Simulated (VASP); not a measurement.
# SiC (F-43m) in VASP: a series of runs, part 2 of 2

VASP 6.6.1. The steps go on from the part before.

## (3) Vibrations by perturbation theory, PBE

This run uses another cell than the first one, of 10.35 Å³/atom.

The input, INCAR:

```
  ALGO = Normal
  EDIFF = 1E-8
  ENCUT = 600
  GGA = PE
  GGA_COMPAT = False
  IBRION = 8
  ISIF = 2
  ISMEAR = 0
  LASPH = True
  LCHARG = True
  LREAL = False
  LWAVE = False
  NBANDS = 11
  NELM = 120
  NSW = 1
  PREC = Accurate
  SIGMA = 0.01
```

The input, KPOINTS:

```
k-points
0
Gamma
  7 7 7
```

The input, POSCAR:

```
SiC
1.0
    0.0000000000      2.1790000000      2.1790000000
    2.1790000000      0.0000000000      2.1790000000
    2.1790000000      2.1790000000      0.0000000000
Si C
1 1
Direct
    0.0000000000      0.0000000000      0.0000000000
    0.2500000000      0.2500000000      0.2500000000
```

Potentials or basis: VASP PAW PBE potentials, release 64 (Si, C).

Launch:

```sh
cat potpaw_PBE.64/Si/POTCAR potpaw_PBE.64/C/POTCAR > POTCAR
mpirun -np 1 vasp_std > vasp.out
```

OUTCAR:

```text
EDIFF = 1E-8
   ENCUT = 600
   GGA = PE
   IBRION = 8
   ISIF = 2
   ISMEAR = 0
   LASPH = True
   LREAL = False
   NELM = 120
   NSW = 1
   PREC = Accurate

 ion  position               nearest neighbor table
   1  0.000  0.000  0.000-   2 1.89   2 1.89   2 1.89   2 1.89
   2  0.250  0.250  0.250-   1 1.89   1 1.89   1 1.89   1 1.89

  LATTYP: Found a face centered cubic cell.
 ALAT       =     4.3580000000

  Lattice vectors:

 A1 = (   0.0000000000,   2.1790000000,   2.1790000000)
 A2 = (   2.1790000000,   0.0000000000,   2.1790000000)
 A3 = (   2.1790000000,   2.1790000000,   0.0000000000)

Analysis of symmetry for initial positions (statically):
=====================================================================
 Subroutine PRICEL returns:
 Original cell was already a primitive cell.

 Routine SETGRP: Setting up the symmetry group for a
 face centered cubic supercell.

 Subroutine GETGRP returns: Found 24 space group operations
 (whereof 24 operations were pure point group operations)
 out of a pool of 48 trial point group operations.

The static configuration has the point symmetry T_d .

Analysis of symmetry for dynamics (positions and initial velocities):
=====================================================================
 Subroutine PRICEL returns:
 Original cell was already a primitive cell.

 Routine SETGRP: Setting up the symmetry group for a
 face centered cubic supercell.

 Subroutine GETGRP returns: Found 24 space group operations
 (whereof 24 operations were pure point group operations)
 out of a pool of 48 trial point group operations.

The dynamic configuration has the point symmetry T_d .

 Subroutine INISYM returns: Found 24 space group operations
 (whereof 24 operations are pure point group operations),
 and found     1 'primitive' translations

----------------------------------------------------------------------------------------

                                     Primitive cell

  volume of cell :      20.6920

  direct lattice vectors                    reciprocal lattice vectors
     0.000000000  2.179000000  2.179000000    -0.229463056  0.229463056  0.229463056
     2.179000000  0.000000000  2.179000000     0.229463056 -0.229463056  0.229463056
     2.179000000  2.179000000  0.000000000     0.229463056  0.229463056 -0.229463056

  length of vectors
     3.081571352  3.081571352  3.081571352     0.397441672  0.397441672  0.397441672

  position of ions in fractional coordinates (direct lattice)
     0.000000000  0.000000000  0.000000000
     0.250000000  0.250000000  0.250000000

  ion indices of the primitive-cell ions
   primitive index   ion index
                 1           1
[... 129 lines left out ...]
      2       8.1091      2.00000
      3       8.1091      2.00000
      4       8.1091      2.00000
      5      14.3421      0.00000
      6      15.4147      0.00000
      7      15.4147      0.00000
      8      15.4147      0.00000
      9      22.6141      0.00000
     10      22.6141      0.00000
     11      24.5885      0.00000
[... 254 lines left out ...]
  band No.  band energies     occupation
      1      -2.2522      2.00000
      2       1.0465      2.00000
      3       2.6614      2.00000
      4       4.5183      2.00000
      5      12.7975      0.00000
      6      16.6865      0.00000
      7      18.2914      0.00000
      8      19.0351      0.00000
      9      21.7345      0.00000
     10      24.7462      0.00000
     11      29.5877      0.00000

------------------------ aborting loop because EDIFF is reached ----------------------------------------

  FORCE on cell =-STRESS in cart. coord.  units (eV):
  Direction    XX          YY          ZZ          XY          YZ          ZX
  --------------------------------------------------------------------------------------
  -------------------------------------------------------------------------------------
  Total        0.3988796      0.3988796      0.3988796      0.0000000      0.0000000     -0.0000000
  in kB       30.8852185     30.8852185     30.8852185      0.0000000      0.0000000     -0.0000000
  external PRESSURE =      30.8852185 kB  Pullay stress =       0.0000000 kB

 VOLUME and BASIS-vectors are now :
 -----------------------------------------------------------------------------
  energy-cutoff  :      600.00
  volume of cell :       20.69
      direct lattice vectors                 reciprocal lattice vectors
     0.000000000  2.179000000  2.179000000    -0.229463056  0.229463056  0.229463056
     2.179000000  0.000000000  2.179000000     0.229463056 -0.229463056  0.229463056
     2.179000000  2.179000000  0.000000000     0.229463056  0.229463056 -0.229463056

 POSITION                                       TOTAL-FORCE (eV/Angst)
 -----------------------------------------------------------------------------------
      0.00000      0.00000      0.00000        -0.000000      0.000000      0.000000
      1.08950      1.08950      1.08950         0.000000     -0.000000     -0.000000
 -----------------------------------------------------------------------------------
    total drift:                               -0.000000     -0.000000     -0.000000

  FREE ENERGIE OF THE ION-ELECTRON SYSTEM (eV)
  ---------------------------------------------------
  free  energy   TOTEN  =       -15.0557464929 eV

  energy  without entropy=      -15.0557464929  energy(sigma->0) =      -15.05574649

[... ionic steps 2 to 3 ...]

--------------------------------------- Ionic step        4  -------------------------------------------

------------------------ aborting loop because EDIFF is reached ----------------------------------------

[... ionic steps 5 to 6 ...]

--------------------------------------- Ionic step        7  -------------------------------------------

 Free energy of the ion-electron system (eV)
  ---------------------------------------------------
  ---------------------------------------------------
  free energy    TOTEN  =        -0.12526122 eV

  energy without entropy =       -0.12526122

------------------------ aborting loop because EDIFF is reached ----------------------------------------

 INTERNAL STRAIN TENSOR  FOR ION    2  DIRECTION 1   (eV/Angst):
 -----------------------------------------------------------------------------
    -0.01304  0.00000  0.00000
     0.00000  0.00577 -8.26086
     0.00000 -8.26086  0.00577

 INTERNAL STRAIN TENSOR FOR ION    2 for displacements in x,y,z  (eV/Angst):
          X           Y           Z          XY          YZ          ZX
  --------------------------------------------------------------------------------
  x     0.00000     0.00000     0.00000     0.00000    -8.26086     0.00000
  y    -0.00000     0.00000    -0.00000     0.00000     0.00000    -8.26086
  z     0.00000     0.00000     0.00000    -8.26086     0.00000     0.00000

 SECOND DERIVATIVES (NOT SYMMETRIZED)
 ------------------------------------
               1X          1Y          1Z          2X          2Y          2Z
  1X   -19.207756    0.000000    0.000000   19.207756    0.000000    0.000000
  1Y     0.000000  -19.207756    0.000000    0.000000   19.207756    0.000000
  1Z     0.000000    0.000000  -19.207756    0.000000    0.000000   19.207756
  2X    19.209600    0.000000    0.000000  -19.209600    0.000000    0.000000
  2Y     0.000000   19.209600    0.000000    0.000000  -19.209600    0.000000
  2Z     0.000000    0.000000   19.209600    0.000000    0.000000  -19.209600

 Eigenvectors and eigenvalues of the dynamical matrix
 ----------------------------------------------------

   1 f  =   23.622582 THz   148.425061 2PiTHz  787.964525 cm-1    97.695106 meV
             X         Y         Z           dx          dy          dz
      0.000000  0.000000  0.000000    -0.547299    0.000000    0.000000
      1.089500  1.089500  1.089500     0.836937   -0.000000    0.000000
[... 21 lines left out ...]
   6 f/i=    0.000519 THz     0.003263 2PiTHz    0.017324 cm-1     0.002148 meV
             X         Y         Z           dx          dy          dz
      0.000000  0.000000  0.000000     0.090958   -0.736699   -0.386607
      1.089500  1.089500  1.089500     0.059481   -0.481750   -0.252814

--------------------------------------------------------------------------------------------------------

 ELASTIC MODULI CONTR FROM IONIC RELAXATION (kBar)
 Direction    XX          YY          ZZ          XY          YZ          ZX
 --------------------------------------------------------------------------------
 XX          -0.0000     -0.0000     -0.0000      0.0000     -0.0000     -0.0000
 YY          -0.0000     -0.0000     -0.0000      0.0000      0.0000      0.0000
 ZZ          -0.0000     -0.0000     -0.0000     -0.0000      0.0000     -0.0000
 XY           0.0000      0.0000     -0.0000   -255.7835      0.0000     -0.0000
 YZ          -0.0000      0.0000      0.0000      0.0000   -255.7835     -0.0000
 ZX          -0.0000      0.0000     -0.0000     -0.0000     -0.0000   -255.7835
 --------------------------------------------------------------------------------
```

OSZICAR:

```text
N       E                     dE             d eps       ncg     rms          rms(c)
DAV:   1     0.492625636952E+01    0.49263E+01   -0.42085E+03   448   0.695E+02
DAV:   2    -0.161693975366E+02   -0.21096E+02   -0.19752E+02   591   0.112E+02
DAV:   3    -0.169096026797E+02   -0.74021E+00   -0.73844E+00   548   0.174E+01
DAV:   4    -0.169125778263E+02   -0.29751E-02   -0.29748E-02   494   0.141E+00
[... 38 lines left out ...]
RMM:   6    -0.125265098412E+00   -0.60014E-05    0.95782E-07  2390   0.197E-03    0.986E-04
RMM:   7    -0.125260538434E+00    0.45600E-05    0.50256E-07  2370   0.762E-04    0.735E-05
RMM:   8    -0.125261323040E+00   -0.78461E-06   -0.11051E-08  2455   0.107E-04    0.323E-05
RMM:   9    -0.125261219027E+00    0.10401E-06   -0.26561E-08  2468   0.460E-05    0.484E-06
RMM:  10    -0.125261219380E+00   -0.35267E-09    0.42575E-09  2521   0.961E-06    0.285E-06
 Linear response finished
```

It took 51 s on 1 thread of Intel Xeon 8259CL, shared host; peak memory 0.19 GiB.

Results:

```
Highest phonon frequency at Γ, LO-TO splitting left out : 788 cm⁻¹
```

Phonon frequencies in cm⁻¹ (negative: imaginary):
| q point | frequencies |
| --- | --- |
| (0.000, 0.000, 0.000) | 0 0 0 788 788 788 |

Caveat: the cell stands under pressure or tension, which shifts response properties.

## (4) Vibrations by perturbation theory, PBE

This run uses another cell than the first one, of 10.66 Å³/atom.

The input, INCAR:

```
SYSTEM = SiC
ALGO = Normal
EDIFF = 1E-8
ENCUT = 600
GGA = PE
GGA_COMPAT = .FALSE.
IBRION = 8
ISIF = 2
ISMEAR = 0
LASPH = .TRUE.
LCHARG = .TRUE.
LREAL = .FALSE.
LWAVE = .FALSE.
NELM = 120
NSW = 1
PREC = Accurate
SIGMA = 0.01
```

The input, KPOINTS:

```
k-points
0
G
  7 7 7
  0 0 0
```

The input, POSCAR:

```
SiC
1.0
    0.0000000000      2.2005756606      2.2005756606
    2.2005756606      0.0000000000      2.2005756606
    2.2005756606      2.2005756606      0.0000000000
Si C
1 1
Direct
    0.0000000000      0.0000000000      0.0000000000
    0.2500000000      0.2500000000      0.2500000000
```

Potentials or basis: VASP PAW PBE potentials, release 64 (Si, C).

Launch:

```sh
cat potpaw_PBE.64/Si/POTCAR potpaw_PBE.64/C/POTCAR > POTCAR
mpirun -np 1 vasp_std > vasp.out
```

OUTCAR:

```text
SYSTEM = SiC
   EDIFF = 1E-8
   ENCUT = 600
   GGA = PE
   IBRION = 8
   ISIF = 2
   ISMEAR = 0
   LASPH = .TRUE.
   LREAL = .FALSE.
   NELM = 120
   NSW = 1
   PREC = Accurate

 ion  position               nearest neighbor table
   1  0.000  0.000  0.000-   2 1.91   2 1.91   2 1.91   2 1.91
   2  0.250  0.250  0.250-   1 1.91   1 1.91   1 1.91   1 1.91

  LATTYP: Found a face centered cubic cell.
 ALAT       =     4.4011513212

  Lattice vectors:

 A1 = (   0.0000000000,   2.2005756606,   2.2005756606)
 A2 = (   2.2005756606,   0.0000000000,   2.2005756606)
 A3 = (   2.2005756606,   2.2005756606,   0.0000000000)

Analysis of symmetry for initial positions (statically):
=====================================================================
 Subroutine PRICEL returns:
 Original cell was already a primitive cell.

[... 444 lines left out ...]

 INTERNAL STRAIN TENSOR  FOR ION    2  DIRECTION 1   (eV/Angst):
 -----------------------------------------------------------------------------
    -0.01272  0.00000  0.00000
     0.00000  0.00564 -6.73177
     0.00000 -6.73177  0.00564

 INTERNAL STRAIN TENSOR FOR ION    2 for displacements in x,y,z  (eV/Angst):
          X           Y           Z          XY          YZ          ZX
  --------------------------------------------------------------------------------
  x     0.00000    -0.00000    -0.00000     0.00000    -6.73177     0.00000
  y     0.00000     0.00000     0.00000     0.00000     0.00000    -6.73177
  z    -0.00000    -0.00000     0.00000    -6.73177     0.00000     0.00000

 SECOND DERIVATIVES (NOT SYMMETRIZED)
 ------------------------------------
               1X          1Y          1Z          2X          2Y          2Z
  1X   -17.976949    0.000000    0.000000   17.976949    0.000000    0.000000
  1Y     0.000000  -17.976949    0.000000    0.000000   17.976949    0.000000
  1Z     0.000000    0.000000  -17.976949    0.000000    0.000000   17.976949
  2X    17.979531    0.000000    0.000000  -17.979531    0.000000    0.000000
  2Y     0.000000   17.979531    0.000000    0.000000  -17.979531    0.000000
  2Z     0.000000    0.000000   17.979531    0.000000    0.000000  -17.979531

 Eigenvectors and eigenvalues of the dynamical matrix
 ----------------------------------------------------

   1 f  =   22.853583 THz   143.593295 2PiTHz  762.313464 cm-1    94.514781 meV
             X         Y         Z           dx          dy          dz
      0.000000  0.000000  0.000000     0.000000    0.547290    0.000000
      1.100288  1.100288  1.100288     0.000000   -0.836943    0.000000
[... 21 lines left out ...]
   6 f/i=    0.000752 THz     0.004725 2PiTHz    0.025083 cm-1     0.003110 meV
             X         Y         Z           dx          dy          dz
      0.000000  0.000000  0.000000     0.000000    0.000000    0.836943
      1.100288  1.100288  1.100288     0.000000    0.000000    0.547290

--------------------------------------------------------------------------------------------------------

 ELASTIC MODULI CONTR FROM IONIC RELAXATION (kBar)
 Direction    XX          YY          ZZ          XY          YZ          ZX
 --------------------------------------------------------------------------------
 XX          -0.0000     -0.0000      0.0000     -0.0000      0.0000      0.0000
 YY          -0.0000     -0.0000     -0.0000     -0.0000     -0.0000     -0.0000
 ZZ           0.0000     -0.0000     -0.0000      0.0000     -0.0000      0.0000
 XY          -0.0000     -0.0000      0.0000   -173.7453      0.0000      0.0000
 YZ           0.0000     -0.0000     -0.0000      0.0000   -173.7453      0.0000
 ZX           0.0000     -0.0000      0.0000      0.0000      0.0000   -173.7453
 --------------------------------------------------------------------------------
```

stdout:

```text
POSCAR found type information on POSCAR SiC
 POSCAR found :  2 types and       2 ions
 scaLAPACK will be used
 LDA part: xc-table for (Slater+PW92), standard interpolation
 POSCAR, INCAR and KPOINTS ok, starting setup
 FFT: planning ... GRIDC
 FFT: planning ... GRID_SOFT
 FFT: planning ... GRID
 WAVECAR not read
 entering main loop
 Linear response reoptimize wavefunctions to high precision
 Linear response DOF=           2
 Linear response progress:
 first order change of Fermi-energy   0.42477E-04
 force on displaced ion       1 direction 1 : -17.977  -0.000  -0.000
 Linear response progress:
 first order change of Fermi-energy   0.29157E-03
 force on displaced ion       2 direction 1 : -17.980  -0.000  -0.000
 Linear response finished
```

Run time: 43 s. Hardware: 1 thread of Intel Xeon 8259CL, shared host; peak memory 0.19 GiB.

Results:

```yaml
Highest_phonon_frequency_at_Γ_LO-TO_splitting_left_out: 762 cm⁻¹
```

Phonon frequencies in cm⁻¹ (negative: imaginary):
| q point | frequencies |
| --- | --- |
| (0.000, 0.000, 0.000) | 0 0 0 762 762 762 |

Caveat: the cell stands under pressure or tension, which shifts response properties.
